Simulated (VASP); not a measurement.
# Re (P6_3/mmc) in VASP: further runs

Runs on Re. Level: LDA. Tasks: single point, relaxation of cell and atoms.

All numbers are computed with VASP 6.6.1; they aren't measurements. Logs are shortened: lines on timing, memory, paths and dates and some standing lists are left out, and cuts for length are marked.

## Step 1: The cell of the first run

It takes space group P6_3/mmc (No. 194, hexagonal). The conventional cell has a = 2.737 Å, b = 2.737 Å, c = 4.417 Å, α = 90.00°, β = 90.00°, γ = 120.00°. Within 3.6 Å of Re (site symmetry -6m2) lie 12 Re at 2.72 to 2.74 Å.

## Step 2: Single point, LDA

The input, INCAR:

```
ALGO = Normal ; EDIFF = 1E-6
ENCUT = 520 ; GGA = CA
ISIF = 2 ; ISMEAR = 0
LASPH = True ; LCHARG = False
LREAL = False ; LWAVE = False
NBANDS = 14 ; NELM = 60
PREC = Accurate ; SIGMA = 0.05
```

The input, KPOINTS:

```
k-points
0
Gamma
  18 18 10
```

The input, POSCAR:

```
Re
1.0
    2.7369828641      0.0000000000      0.0000000000
   -1.3684914321      2.3702966900      0.0000000000
    0.0000000000      0.0000000000      4.4172726528
Re
2
Direct
    0.3333333333      0.6666666667      0.7500000000
    0.6666666667      0.3333333333      0.2500000000
```

Potentials or basis: VASP PAW LDA potentials, release 64 (Re).

Command:

```
cat potpaw_LDA.64/Re/POTCAR > POTCAR
mpirun -np 1 vasp_std > vasp.out
```

OUTCAR:

```text
EDIFF = 1E-6
   ENCUT = 520
   GGA = CA
   ISIF = 2
   ISMEAR = 0
   LASPH = True
   LREAL = False
   NELM = 60
   PREC = Accurate

 ion  position               nearest neighbor table
   1  0.333  0.667  0.750-   2 2.72   2 2.72   2 2.72   2 2.72   2 2.72   2 2.72
   2  0.667  0.333  0.250-   1 2.72   1 2.72   1 2.72   1 2.72   1 2.72   1 2.72

  LATTYP: Found a hexagonal cell.
 ALAT       =     2.7369828641
 C/A-ratio  =     1.6139204636

  Lattice vectors:

 A1 = (   2.7369828641,   0.0000000000,   0.0000000000)
 A2 = (  -1.3684914321,   2.3702966900,   0.0000000000)
 A3 = (   0.0000000000,   0.0000000000,   4.4172726528)

Analysis of symmetry for initial positions (statically):
=====================================================================
 Subroutine PRICEL returns:
 Original cell was already a primitive cell.

 Routine SETGRP: Setting up the symmetry group for a
 hexagonal supercell.

 Subroutine GETGRP returns: Found 24 space group operations
 (whereof 12 operations were pure point group operations)
 out of a pool of 24 trial point group operations.

The static configuration has the point symmetry D_3d.
 The point group associated with its full space group is D_6h.

Analysis of symmetry for dynamics (positions and initial velocities):
=====================================================================
 Subroutine PRICEL returns:
 Original cell was already a primitive cell.

 Routine SETGRP: Setting up the symmetry group for a
 hexagonal supercell.

 Subroutine GETGRP returns: Found 24 space group operations
 (whereof 12 operations were pure point group operations)
 out of a pool of 24 trial point group operations.

The dynamic configuration has the point symmetry D_3d.
 The point group associated with its full space group is D_6h.

 Subroutine INISYM returns: Found 24 space group operations
 (whereof 12 operations are pure point group operations),
 and found     1 'primitive' translations

----------------------------------------------------------------------------------------

                                     Primitive cell

  volume of cell :      28.6569

  direct lattice vectors                    reciprocal lattice vectors
     2.736982864  0.000000000  0.000000000     0.365365824  0.210944057  0.000000000
    -1.368491432  2.370296690  0.000000000     0.000000000  0.421888114  0.000000000
     0.000000000  0.000000000  4.417272653     0.000000000  0.000000000  0.226384033

  length of vectors
     2.736982864  2.736982864  4.417272653     0.421888114  0.421888114  0.226384033

  position of ions in fractional coordinates (direct lattice)
     0.333333333  0.666666667  0.750000000
     0.666666667  0.333333333  0.250000000

  ion indices of the primitive-cell ions
   primitive index   ion index
                 1           1
                 2           2

----------------------------------------------------------------------------------------

 KPOINTS: k-points

Automatic generation of k-mesh.
 Grid dimensions read from file:
 generate k-points for:   18   18   10

 Generating k-lattice:

  Cartesian coordinates                     Fractional coordinates (reciprocal lattice)
     0.020298101  0.011719114  0.000000000     0.055555556  0.000000000  0.000000000
     0.000000000  0.023438229  0.000000000     0.000000000  0.055555556  0.000000000
     0.000000000  0.000000000  0.022638403     0.000000000  0.000000000  0.100000000

  Length of vectors
     0.023438229  0.023438229  0.022638403

  Shift w.r.t. Gamma in fractional coordinates (k-lattice)
     0.000000000  0.000000000  0.000000000

 Subroutine IBZKPT returns following result:
 ===========================================

 Found    222 irreducible k-points:

 Following reciprocal coordinates:
            Coordinates               Weight
  0.000000  0.000000  0.000000      1.000000
  0.055556  0.000000  0.000000      6.000000
  0.111111  0.000000  0.000000      6.000000
  0.166667  0.000000  0.000000      6.000000
  0.222222  0.000000  0.000000      6.000000
  0.277778  0.000000  0.000000      6.000000
[... 16 lines left out ...]
  0.333333  0.111111  0.000000     12.000000
  0.388889  0.111111  0.000000     12.000000
 [... further k-points ...]
   k-points           NKPTS =    222   k-points in BZ     NKDIM =    222   number of bands    NBANDS=     14
   number of dos      NEDOS =    301   number of ions     NIONS =      2
   total plane-waves  NPLWV =  14400
   dimension x,y,z NGX =    20 NGY =   20 NGZ =   36
   dimension x,y,z NGXF=    40 NGYF=   40 NGZF=   72
   ions per type =               2
   NGX,Y,Z   is equivalent  to a cutoff of  12.15, 12.15, 13.55 a.u.
   NGXF,Y,Z  is equivalent  to a cutoff of  24.30, 24.30, 27.10 a.u.
 SYSTEM =  unknown system
   PREC   = accura    normal or accurate (medium, high low for compatibility)
   ISTART =      0    job   : 0-new  1-cont  2-samecut
   ICHARG =      2    charge: 1-file 2-atom 10-const
   ISPIN  =      1    spin polarized calculation?
   LNONCOLLINEAR =      F non collinear calculations
   LSORBIT =      F    spin-orbit coupling
   LASPH  =      T    aspherical Exc in radial PAW
   ENCUT  =  520.0 eV  38.22 Ry    6.18 a.u.   5.09  5.09  8.21*2*pi/ulx,y,z
   NELM   =     60;   NELMIN=  2; NELMDL= -5     # of ELM steps
   EDIFF  = 0.1E-05   stopping-criterion for ELM
   LREAL  =      F    real-space projection
   EDIFFG = 0.1E-04   stopping-criterion for IOM
   NSW    =      0    number of steps for IOM
   IBRION =     -1    ionic relax: 0-MD 1-quasi-New 2-CG
   NFREE  =      0    steps in history (QN), initial steepest desc. (CG)
   ISIF   =      2    stress and relaxation
   ISYM   =      2    0-nonsym 1-usesym 2-fastsym
   POTIM  = 0.5000    time-step for ionic-motion
   TEBEG  =    0.0;   TEEND  =   0.0 temperature during run
   PSTRESS=    0.0 pullay stress
   NELECT =      14.0000    total number of electrons
   NUPDOWN=      -1.0000    fix difference up-down
   EMIN   =  10.00;   EMAX   =-10.00  energy-range for DOS
   EFERMI =   0.00;   METHOD = LEGACY
   ISMEAR =     0;   SIGMA  =   0.05  broadening in eV -4-tet -1-fermi 0-gaus
   EFERMI_NEDOS =   21; number of points for ismear=-14 and -15
   IALGO  =     38    algorithm
   IMIX   =      4    mixing-type and parameters
     AMIX     =   0.40;   BMIX     =  1.00
     AMIX_MAG =   1.60;   BMIX_MAG =  1.00
  volume/ion in A,a.u.               =      14.33        96.69
  Fermi-wavevector in a.u.,A,eV,Ry     =   1.289361  2.436539 22.619028  1.662452
  Thomas-Fermi vector in A             =   2.421258
   LORBIT       =      0    0 simple, 1 ext, 2 COOP (PROOUT), +10 PAW based schemes
   GGA     = CA    functional components
   LHFCALC =     F    Hartree Fock is set to
   AEXX    =    0.0000 exact exchange contribution
   IVDW    =     0    specifies the selected vdW correction
   LEPSILON=     F    determine dielectric tensor
   LRPA    =     F    only Hartree local field effects (RPA)
 non-spin polarized calculation
 Gauss-broadening in eV      SIGMA  =   0.05
  energy-cutoff  :      520.00
  volume of cell :       28.66
 maximum number of plane-waves:       784
   NGX = 11   NGY = 11   NGZ = 17

 number of electron      14.0000001 magnetization

 Free energy of the ion-electron system (eV)
  ---------------------------------------------------
  ext. energy  EPLUGINS =         0.00000000
  ---------------------------------------------------
  free energy    TOTEN  =       -27.52851460 eV

  energy without entropy =      -27.52659085  energy(sigma->0) =      -27.52755273

 E-fermi :   8.1816     XC(G=0): -13.9852

 val. band max:        8.1726797063   @ k =   0.1667   0.1111   0.0000
 cond. band min:       8.1933465336   @ k =   0.3333   0.1667   0.4000
 fundamental gap:      0.0206668273
 Fermi energy:         8.1815535046

 k-point     1 :       0.0000    0.0000    0.0000
  band No.  band energies     occupation
      1      -1.7893      2.00000
      2       1.3813      2.00000
      3       6.5104      2.00000
      4       6.5104      2.00000
      5       6.5201      2.00000
      6       7.3849      2.00000
      7       7.3849      2.00000
      8       8.3418      0.00001
      9       8.3418      0.00001
     10       8.9965      0.00000
     11      11.6558      0.00000
     12      11.6558      0.00000
     13      18.5802      0.00000
     14      22.4308      0.00000

 k-point     2 :       0.0556    0.0000    0.0000
  band No.  band energies     occupation
      1      -1.6580      2.00000
      2       1.5050      2.00000
      3       6.1339      2.00000
      4       6.6310      2.00000
      5       6.8531      2.00000
      6       7.2901      2.00000
      7       7.4992      2.00000
      8       8.1112      1.95349
      9       8.2380      0.11038
     10       8.5967      0.00000
     11      11.7280      0.00000
     12      12.2914      0.00000
     13      18.5794      0.00000
     14      22.7272      0.00000

 k-point     3 :       0.1111    0.0000    0.0000
  band No.  band energies     occupation
      1      -1.2761      2.00000
      2       1.8523      2.00000
      3       5.6916      2.00000
      4       6.9797      2.00000
      5       6.9885      2.00000
      6       7.2092      2.00000
      7       7.2781      2.00000
      8       7.8368      2.00000
      9       7.9655      2.00000
     10       8.2676      0.01490
     11      11.9080      0.00000
     12      13.5506      0.00000
     13      18.5416      0.00000
     14      23.5503      0.00000

 k-point     4 :       0.1667    0.0000    0.0000
  band No.  band energies     occupation
      1      -0.6806      2.00000
      2       2.3317      2.00000
      3       5.2665      2.00000
      4       6.1553      2.00000
      5       6.6560      2.00000
      6       7.5699      2.00000
      7       7.6028      2.00000
      8       7.7509      2.00000
      9       7.9858      2.00000
     10       8.3824      0.00000
     11      12.1259      0.00000
     12      14.9681      0.00000
     13      18.4079      0.00000
     14      24.6040      0.00000

 k-point     5 :       0.2222    0.0000    0.0000
  band No.  band energies     occupation
      1       0.0591      2.00000
      2       2.7249      2.00000
      3       5.0478      2.00000
      4       5.1775      2.00000
      5       6.3820      2.00000
      6       7.2180      2.00000
      7       7.6855      2.00000
      8       8.3511      0.00000
      9       8.3972      0.00000
     10       9.1082      0.00000
     11      12.3283      0.00000
[... 276 lines left out ...]
 k-point    22 :       0.2778    0.1111    0.0000
  band No.  band energies     occupation
      1       1.8676      2.00000
      2       2.9618      2.00000
      3       3.6066      2.00000
      4       5.0047      2.00000
      5       6.1254      2.00000
      6       6.7211      2.00000
      7       7.3217      2.00000
      8       9.5772      0.00000
      9      10.8090      0.00000
     10      11.8860      0.00000
     11      12.3687      0.00000
     12      17.8457      0.00000
     13      19.7086      0.00000
     14      20.6178      0.00000

 k-point    23 :       0.3333    0.1111    0.0000
  band No.  band energies     occupation
      1       2.3076      2.00000
      2       2.7046      2.00000
      3       3.1476      2.00000
      4       5.4630      2.00000
      5       6.0213      2.00000
      6       7.0091      2.00000
      7       7.1954      2.00000
      8      10.5330      0.00000
      9      11.6148      0.00000
     10      12.4106      0.00000
     11      13.0185      0.00000
     12      18.0643      0.00000
     13      18.7195      0.00000
     14      20.8718      0.00000

 k-point    24 :       0.3889    0.1111    0.0000
  band No.  band energies     occupation
      1       2.4453      2.00000
      2       2.5856      2.00000
      3       2.8657      2.00000
      4       5.9239      2.00000
      5       5.9897      2.00000
      6       6.7780      2.00000
      7       7.5447      2.00000
      8      11.5051      0.00000
      9      12.1209      0.00000
     10      12.4320      0.00000
     11      14.0627      0.00000
     12      16.9305      0.00000
     13      18.7064      0.00000
     14      19.7328      0.00000

 [... further k-points ...]

------------------------ aborting loop because EDIFF is reached ----------------------------------------

  FORCE on cell =-STRESS in cart. coord.  units (eV):
  Direction    XX          YY          ZZ          XY          YZ          ZX
  --------------------------------------------------------------------------------------
  -------------------------------------------------------------------------------------
  Total        0.2947557      0.2947557      0.2590079     -0.0000000      0.0000000     -0.0000000
  in kB       16.4794919     16.4794919     14.4808660     -0.0000000      0.0000000     -0.0000000
  external PRESSURE =      15.8132832 kB  Pullay stress =       0.0000000 kB

 VOLUME and BASIS-vectors are now :
 -----------------------------------------------------------------------------
  energy-cutoff  :      520.00
  volume of cell :       28.66
      direct lattice vectors                 reciprocal lattice vectors
     2.736982864  0.000000000  0.000000000     0.365365824  0.210944057  0.000000000
    -1.368491432  2.370296690  0.000000000     0.000000000  0.421888114  0.000000000
     0.000000000  0.000000000  4.417272653     0.000000000  0.000000000  0.226384033

 POSITION                                       TOTAL-FORCE (eV/Angst)
 -----------------------------------------------------------------------------------
     -0.00000      1.58020      3.31295         0.000000     -0.000000      0.000000
      1.36849      0.79010      1.10432        -0.000000      0.000000      0.000000
 -----------------------------------------------------------------------------------
    total drift:                                0.000000     -0.000000     -0.000000

  FREE ENERGIE OF THE ION-ELECTRON SYSTEM (eV)
  ---------------------------------------------------
  free  energy   TOTEN  =       -27.5285145997 eV

  energy  without entropy=      -27.5265908527  energy(sigma->0) =      -27.52755273
```

Run time: 36 s. Hardware: 1 thread of AMD EPYC 9R45 (Zen 5), shared host; peak memory 0.16 GiB.

What came out:

| Item | Value |
| --- | --- |
| Free energy | -27.5285 eV |
| Pressure | 1.6 GPa |
| Band gap on the k mesh | zero (band 7 reaches 9.84 eV, above the bottom of band 8 at 6.37 eV) |

Caveat: spin-orbit coupling is left out, which moves the levels of the heavy elements.

[end of part 1 of 2]
